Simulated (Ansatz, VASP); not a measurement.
**Ti6Ge in VASP and in Ansatz**

```xyz
7
Lattice="6.9164 0.0000 0.0000 0.0000 6.9164 0.0000 0.0000 0.0000 2.7360" Properties=species:S:1:pos:R:3 pbc="T T T"
Ti    5.5399    5.5399    0.0000
Ti    1.3765    1.3765    0.0000
Ti    1.3765    5.5399    0.0000
Ti    5.5399    1.3765    0.0000
Ti    0.0000    3.4582    0.0000
Ti    3.4582    0.0000    0.0000
Ge    3.4582    3.4582    0.0000
```

Alike in both runs: functional PBE; k mesh 3 × 3 × 4; occupations gaussian, width 0.2 eV; no spin polarisation.

Ansatz relaxed the structure, and its values are those at the end. VASP's run is a single point on that final structure, the one shown.

|  | VASP | Ansatz |
| --- | --- | --- |
| version | VASP 6.6.1 | Ansatz 0.2.0 |
| potentials or method | VASP PAW PBE potentials, release 64 (Ti_sv, Ge_d), cutoff 520 eV | scalar-relativistic, plane waves, PAW |
| valence electrons in the cell | 86 | 86 |

|  | VASP | Ansatz | Ansatz less VASP |
| --- | --- | --- | --- |
| gap on the k mesh at the Fermi level (eV) | none | none | - |
| pressure (GPa) | 0.0 | 0.1 | +0.10 |
| rms of the force components (eV/Å) | 0.003 | 0.001 | -0.0023 |

A gap of «none» marks a metal or a gap that the smearing closes. With one functional, cell and mesh, what is left measures potentials, basis and numerics.

The k mesh is coarse, so the values compare programs but aren't converged.
